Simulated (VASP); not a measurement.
# Zr (P6_3/mmc) in VASP: notebook

The runs below take Zr through single point, with PBEsol.

Everything below comes from runs of VASP 6.6.1. Logs are shortened: lines on timing, memory, paths and dates and some standing lists are left out, and cuts for length are marked.

### Step 1. The cell of the first run

It takes space group P6_3/mmc (No. 194, hexagonal). The conventional cell has a = 3.169 Å, b = 3.169 Å, c = 10.328 Å, α = 90.00°, β = 90.00°, γ = 120.00°. Within 4.2 Å of Zr (site symmetry -3m) lie 12 Zr at 3.16 to 3.17 Å. Zr (site symmetry -6m2) has 12 Zr at 3.16 to 3.17 Å within 4.2 Å.

### Step 2. Single point, PBEsol

Contents of INCAR:

```
SYSTEM = Zr
PREC     = Accurate       ! precision mode
ENCUT    = 520            ! plane-wave cutoff, eV
EDIFF    = 1E-7           ! SCF threshold, eV
ISMEAR   = -1             ! smearing method
SIGMA    = 0.1            ! smearing width, eV
LREAL    = .FALSE.        ! projectors in reciprocal space
LASPH    = .TRUE.         ! aspherical terms in the spheres
NELM     = 60             ! most SCF steps
ALGO     = Normal         ! electronic algorithm
ISIF     = 2              ! what is computed and relaxed
LWAVE    = .FALSE.        ! write WAVECAR
LCHARG   = .TRUE.         ! write CHGCAR
GGA      = PS             ! functional
LELF     = .TRUE.         ! ELF
LVHAR    = .TRUE.       
NBANDS   = 32             ! bands
```

Contents of KPOINTS:

```
regular mesh
0
G
  11 11 3
  0 0 0
```

Contents of POSCAR:

```
Zr
1.0
    3.1691276008      0.0000000000      0.0000000000
   -1.5845638004      2.7445450101      0.0000000000
    0.0000000000      0.0000000000     10.3275461747
Zr
4
Direct
    1.0000000000      0.0000000000      0.0000000000
    0.0000000000      0.0000000000      0.5000000000
    0.3333333333      0.6666666667      0.2500000000
    0.6666666667      0.3333333333      0.7500000000
```

Potentials or basis: VASP PAW PBE potentials, release 64 (Zr_sv).

Run with:

```
$ cat potpaw_PBE.64/Zr_sv/POTCAR > POTCAR
$ mpirun -np 1 vasp_std > vasp.out
```

OUTCAR:

```text
SYSTEM = Zr
   PREC = Accurate
   ENCUT = 520
   EDIFF = 1E-7
   ISMEAR = -1
   LREAL = .FALSE.
   LASPH = .TRUE.
   NELM = 60
   ISIF = 2
   GGA = PS

 ion  position               nearest neighbor table
   1  0.000  0.000  0.000-   3 3.16   4 3.16   3 3.16   4 3.16   4 3.16   3 3.16
   2  0.000  0.000  0.500-   3 3.16   4 3.16   3 3.16   4 3.16   4 3.16   3 3.16
   3  0.333  0.667  0.250-   1 3.16   2 3.16   1 3.16   2 3.16   1 3.16   2 3.16
   4  0.667  0.333  0.750-   1 3.16   2 3.16   1 3.16   2 3.16   1 3.16   2 3.16

  LATTYP: Found a hexagonal cell.
 ALAT       =     3.1691276008
 C/A-ratio  =     3.2587978383

  Lattice vectors:

 A1 = (   3.1691276008,   0.0000000000,   0.0000000000)
 A2 = (  -1.5845638004,   2.7445450101,   0.0000000000)
 A3 = (   0.0000000000,   0.0000000000,  10.3275461747)

Analysis of symmetry for initial positions (statically):
=====================================================================
 Subroutine PRICEL returns:
 Original cell was already a primitive cell.

 Routine SETGRP: Setting up the symmetry group for a
 hexagonal supercell.

 Subroutine GETGRP returns: Found 24 space group operations
 (whereof 12 operations were pure point group operations)
 out of a pool of 24 trial point group operations.

The static configuration has the point symmetry D_3d.
 The point group associated with its full space group is D_6h.

Analysis of symmetry for dynamics (positions and initial velocities):
=====================================================================
 Subroutine PRICEL returns:
 Original cell was already a primitive cell.

 Routine SETGRP: Setting up the symmetry group for a
 hexagonal supercell.

 Subroutine GETGRP returns: Found 24 space group operations
 (whereof 12 operations were pure point group operations)
 out of a pool of 24 trial point group operations.

The dynamic configuration has the point symmetry D_3d.
 The point group associated with its full space group is D_6h.

 Subroutine INISYM returns: Found 24 space group operations
 (whereof 12 operations are pure point group operations),
 and found     1 'primitive' translations

----------------------------------------------------------------------------------------

                                     Primitive cell

  volume of cell :      89.8271

  direct lattice vectors                    reciprocal lattice vectors
     3.169127601  0.000000000  0.000000000     0.315544253  0.182179559  0.000000000
    -1.584563800  2.744545010  0.000000000     0.000000000  0.364359118  0.000000000
     0.000000000  0.000000000 10.327546175     0.000000000  0.000000000  0.096828422

  length of vectors
     3.169127601  3.169127601 10.327546175     0.364359118  0.364359118  0.096828422

  position of ions in fractional coordinates (direct lattice)
     0.000000000  0.000000000  0.000000000
     0.000000000  0.000000000  0.500000000
     0.333333333  0.666666667  0.250000000
     0.666666667  0.333333333  0.750000000

  ion indices of the primitive-cell ions
   primitive index   ion index
                 1           1
                 2           2
                 3           3
                 4           4

----------------------------------------------------------------------------------------

 KPOINTS: regular mesh

Automatic generation of k-mesh.
 Grid dimensions read from file:
 generate k-points for:   11   11    3

 Generating k-lattice:

  Cartesian coordinates                     Fractional coordinates (reciprocal lattice)
     0.028685841  0.016561778  0.000000000     0.090909091  0.000000000  0.000000000
     0.000000000  0.033123556  0.000000000     0.000000000  0.090909091  0.000000000
     0.000000000  0.000000000  0.032276141     0.000000000  0.000000000  0.333333333

  Length of vectors
     0.033123556  0.033123556  0.032276141

  Shift w.r.t. Gamma in fractional coordinates (k-lattice)
     0.000000000  0.000000000  0.000000000

 Subroutine IBZKPT returns following result:
 ===========================================

 Found     32 irreducible k-points:

 Following reciprocal coordinates:
            Coordinates               Weight
  0.000000  0.000000  0.000000      1.000000
  0.090909 -0.000000  0.000000      6.000000
  0.181818  0.000000  0.000000      6.000000
  0.272727  0.000000  0.000000      6.000000
  0.363636  0.000000  0.000000      6.000000
  0.454545 -0.000000  0.000000      6.000000
[... 16 lines left out ...]
  0.090909  0.090909  0.333333     12.000000
  0.181818  0.090909  0.333333     24.000000
 [... further k-points ...]
   k-points           NKPTS =     32   k-points in BZ     NKDIM =     32   number of bands    NBANDS=     32
   number of dos      NEDOS =    301   number of ions     NIONS =      4
   total plane-waves  NPLWV =  46080
   dimension x,y,z NGX =    24 NGY =   24 NGZ =   80
   dimension x,y,z NGXF=    48 NGYF=   48 NGZF=  160
   ions per type =               4
   NGX,Y,Z   is equivalent  to a cutoff of  12.59, 12.59, 12.88 a.u.
   NGXF,Y,Z  is equivalent  to a cutoff of  25.18, 25.18, 25.76 a.u.
 SYSTEM =  Zr
   PREC   = accura    normal or accurate (medium, high low for compatibility)
   ISTART =      0    job   : 0-new  1-cont  2-samecut
   ICHARG =      2    charge: 1-file 2-atom 10-const
   ISPIN  =      1    spin polarized calculation?
   LNONCOLLINEAR =      F non collinear calculations
   LSORBIT =      F    spin-orbit coupling
   LASPH  =      T    aspherical Exc in radial PAW
   ENCUT  =  520.0 eV  38.22 Ry    6.18 a.u.   5.89  5.89 19.20*2*pi/ulx,y,z
   NELM   =     60;   NELMIN=  2; NELMDL= -5     # of ELM steps
   EDIFF  = 0.1E-06   stopping-criterion for ELM
   LREAL  =      F    real-space projection
   EDIFFG = 0.1E-05   stopping-criterion for IOM
   NSW    =      0    number of steps for IOM
   IBRION =     -1    ionic relax: 0-MD 1-quasi-New 2-CG
   NFREE  =      0    steps in history (QN), initial steepest desc. (CG)
   ISIF   =      2    stress and relaxation
   ISYM   =      2    0-nonsym 1-usesym 2-fastsym
   POTIM  = 0.5000    time-step for ionic-motion
   TEBEG  =    0.0;   TEEND  =   0.0 temperature during run
   PSTRESS=    0.0 pullay stress
   NELECT =      48.0000    total number of electrons
   NUPDOWN=      -1.0000    fix difference up-down
   EMIN   =  10.00;   EMAX   =-10.00  energy-range for DOS
   EFERMI =   0.00;   METHOD = LEGACY
   ISMEAR =    -1;   SIGMA  =   0.10  broadening in eV -4-tet -1-fermi 0-gaus
   EFERMI_NEDOS =   21; number of points for ismear=-14 and -15
   IALGO  =     38    algorithm
   IMIX   =      4    mixing-type and parameters
     AMIX     =   0.40;   BMIX     =  1.00
     AMIX_MAG =   1.60;   BMIX_MAG =  1.00
  volume/ion in A,a.u.               =      22.46       151.55
  Fermi-wavevector in a.u.,A,eV,Ry     =   1.328473  2.510451 24.012124  1.764841
  Thomas-Fermi vector in A             =   2.457708
   LORBIT       =      0    0 simple, 1 ext, 2 COOP (PROOUT), +10 PAW based schemes
   GGA     = PS    functional components
   LHFCALC =     F    Hartree Fock is set to
   AEXX    =    0.0000 exact exchange contribution
   IVDW    =     0    specifies the selected vdW correction
   LEPSILON=     F    determine dielectric tensor
   LRPA    =     F    only Hartree local field effects (RPA)
 non-spin polarized calculation
  energy-cutoff  :      520.00
  volume of cell :       89.83
 maximum number of plane-waves:      2440
 NGX is ok and might be reduce to    24
   NGX = 11   NGY = 11   NGZ = 39

 number of electron      48.0000000 magnetization

 Free energy of the ion-electron system (eV)
  ---------------------------------------------------
  ext. energy  EPLUGINS =         0.00000000
  ---------------------------------------------------
  free energy    TOTEN  =       -36.24856676 eV

  energy without entropy =      -36.05227776  energy(sigma->0) =      -36.15042226

 E-fermi :   9.1867     XC(G=0): -11.3681

 val. band max:        9.1712761854   @ k =   0.0000   0.0000   0.0000
 cond. band min:       9.1890638590   @ k =   0.4545  -0.0000   0.3333
 fundamental gap:      0.0177876736
 Fermi energy:         9.1866833399

 k-point     1 :       0.0000    0.0000    0.0000
  band No.  band energies     occupation
      1     -39.3804      2.00000
      2     -39.3136      2.00000
      3     -39.2789      2.00000
      4     -39.2105      2.00000
      5     -17.9621      2.00000
      6     -17.4365      2.00000
[... 24 lines left out ...]
     31      10.6560      0.00000
     32      10.6560      0.00000

 k-point     2 :       0.0909   -0.0000    0.0000
  band No.  band energies     occupation
      1     -39.3691      2.00000
      2     -39.3051      2.00000
      3     -39.2704      2.00000
      4     -39.2049      2.00000
      5     -17.9336      2.00000
      6     -17.4431      2.00000
[... 24 lines left out ...]
     31      10.6795      0.00000
     32      10.8606      0.00000

 k-point     3 :       0.1818    0.0000    0.0000
  band No.  band energies     occupation
      1     -39.3379      2.00000
      2     -39.2820      2.00000
      3     -39.2474      2.00000
      4     -39.1904      2.00000
      5     -17.8536      2.00000
      6     -17.4964      2.00000
[... 24 lines left out ...]
     31      11.0960      0.00000
     32      11.3253      0.00000

 k-point     4 :       0.2727    0.0000    0.0000
  band No.  band energies     occupation
      1     -39.2950      2.00000
      2     -39.2516      2.00000
      3     -39.2171      2.00000
      4     -39.1730      2.00000
      5     -17.7453      2.00000
      6     -17.6416      2.00000
[... 24 lines left out ...]
     31      11.4727      0.00000
     32      11.9161      0.00000

 k-point     5 :       0.3636    0.0000    0.0000
  band No.  band energies     occupation
      1     -39.2522      2.00000
      2     -39.2235      2.00000
      3     -39.1891      2.00000
      4     -39.1601      2.00000
      5     -17.8191      2.00000
      6     -17.7788      2.00000
[... 584 lines left out ...]
     31      12.5422      0.00000
     32      13.2166      0.00000

 k-point    22 :       0.4545   -0.0000    0.3333
  band No.  band energies     occupation
      1     -39.2201      2.00000
      2     -39.2121      2.00000
      3     -39.1669      2.00000
      4     -39.1588      2.00000
      5     -17.9022      2.00000
      6     -17.8490      2.00000
[... 24 lines left out ...]
     31      12.8144      0.00000
     32      13.9885      0.00000

 k-point    23 :       0.0909    0.0909    0.3333
  band No.  band energies     occupation
      1     -39.3383      2.00000
      2     -39.3128      2.00000
      3     -39.2307      2.00000
      4     -39.2047      2.00000
      5     -17.8250      2.00000
      6     -17.6755      2.00000
[... 24 lines left out ...]
     31      10.9118      0.00000
     32      10.9459      0.00000

 k-point    24 :       0.1818    0.0909    0.3333
  band No.  band energies     occupation
      1     -39.3026      2.00000
      2     -39.2813      2.00000
      3     -39.2090      2.00000
      4     -39.1872      2.00000
      5     -17.7521      2.00000
      6     -17.6712      2.00000
[... 24 lines left out ...]
     31      11.3891      0.00000
     32      11.6169      0.00000

 [... further k-points ...]

------------------------ aborting loop because EDIFF is reached ----------------------------------------

  FORCE on cell =-STRESS in cart. coord.  units (eV):
  Direction    XX          YY          ZZ          XY          YZ          ZX
  --------------------------------------------------------------------------------------
  -------------------------------------------------------------------------------------
  Total        0.0320038      0.0320038      0.0276163      0.0000000      0.0000000     -0.0000000
  in kB        0.5708277      0.5708277      0.4925711      0.0000000      0.0000000     -0.0000000
  external PRESSURE =       0.5447422 kB  Pullay stress =       0.0000000 kB

 VOLUME and BASIS-vectors are now :
 -----------------------------------------------------------------------------
  energy-cutoff  :      520.00
  volume of cell :       89.83
      direct lattice vectors                 reciprocal lattice vectors
     3.169127601  0.000000000  0.000000000     0.315544253  0.182179559  0.000000000
    -1.584563800  2.744545010  0.000000000     0.000000000  0.364359118  0.000000000
     0.000000000  0.000000000 10.327546175     0.000000000  0.000000000  0.096828422

 POSITION                                       TOTAL-FORCE (eV/Angst)
 -----------------------------------------------------------------------------------
      0.00000      0.00000      0.00000         0.000000      0.000000      0.000000
      0.00000      0.00000      5.16377         0.000000      0.000000      0.000000
     -0.00000      1.82970      2.58189        -0.000000      0.000000     -0.000000
      1.58456      0.91485      7.74566         0.000000     -0.000000     -0.000000
 -----------------------------------------------------------------------------------
    total drift:                               -0.000000      0.000000     -0.000000

  FREE ENERGIE OF THE ION-ELECTRON SYSTEM (eV)
  ---------------------------------------------------
  free  energy   TOTEN  =       -36.2485667578 eV

  energy  without entropy=      -36.0522777644  energy(sigma->0) =      -36.15042226
```

It took 33 s on 1 thread of Intel Xeon 6975P-C (Granite Rapids), shared host; peak memory 0.23 GiB.

Results:

* Free energy: -36.2486 eV
* Pressure: 0.1 GPa
* Band gap on the k mesh: zero (bands 24 and 25 overlap by 1.20 eV)

Levels at points of the mesh, in eV from the Fermi level:
| k point | band 21 | band 22 | band 23 | band 24 | band 25 | band 26 | band 27 | band 28 |
| --- | --- | --- | --- | --- | --- | --- | --- | --- |
| (0.00, 0.00, 0.00) | -0.02 | 0.03 | 0.77 | 0.77 | 0.90 | 0.90 | 0.95 | 1.24 |

Caveat: the PAW data sets were made with another functional, which shifts forces and pressure a little.

### Step 3. Single point, PBEsol (19.76 Å³/atom)

This run uses another cell than the first one, of 19.76 Å³/atom.

Contents of INCAR:

```
ALGO     = Normal         # electronic algorithm
EDIFF    = 1E-6           # SCF threshold, eV
ENCUT    = 520            # plane-wave cutoff, eV
GGA      = PS             # functional
ISIF     = 2              # what is computed and relaxed
ISMEAR   = -1             # smearing method
LASPH    = T              # aspherical terms in the spheres
LCHARG   = F              # write CHGCAR
LREAL    = F              # projectors in reciprocal space
LWAVE    = F              # write WAVECAR
NBANDS   = 32             # bands
NELM     = 60             # most SCF steps
PREC     = Accurate       # precision mode
SIGMA    = 0.1            # smearing width, eV
```

Contents of KPOINTS:

```
k-points
0
Gamma
  13 13 4
```

Contents of POSCAR:

```
Zr
1.0
    3.0369241832      0.0000000000      0.0000000000
   -1.5184620916      2.6300534920      0.0000000000
    0.0000000000      0.0000000000      9.8967219633
Zr
4
Direct
    1.0000000000      0.0000000000      0.0000000000
    0.0000000000      0.0000000000      0.5000000000
    0.3333333333      0.6666666667      0.2500000000
    0.6666666667      0.3333333333      0.7500000000
```

Potentials or basis: VASP PAW PBE potentials, release 64 (Zr_sv).

Run with:

```
$ cat potpaw_PBE.64/Zr_sv/POTCAR > POTCAR
$ mpirun -np 1 vasp_std > vasp.out
```

Wall time 51 s (1 thread of Intel Xeon 6975P-C (Granite Rapids), shared host); peak memory 0.26 GiB.

Results (log left out):

```yaml
Free_energy: -35.7661 eV
Pressure: 15.2 GPa
Band_gap_on_the_k_mesh: zero (bands 24 and 25 overlap by 1.48 eV)
```

Stress tensor (GPa, compression positive):
```
14.63  0.00  0.00
 0.00 14.63  0.00
 0.00  0.00 16.23
```

Levels at points of the mesh, in eV from the Fermi level:
```tsv
k point	band 20	band 21	band 22	band 23	band 24	band 25	band 26	band 27	band 28	band 29
(0.00, 0.00, 0.00)	-3.41	-0.03	0.03	0.74	0.74	0.89	0.89	0.96	1.32	1.32
(0.00, 0.00, 0.50)	-3.38	0.51	0.51	0.88	0.88	0.93	0.93	0.93	0.93	1.25
```

Caveat: the cell stands under pressure; the PAW data sets were made with another functional, which shifts forces and pressure a little.

[end of part 1 of 2]

The gap in the log of VASP goes by the Fermi energy; the results here count the filled bands.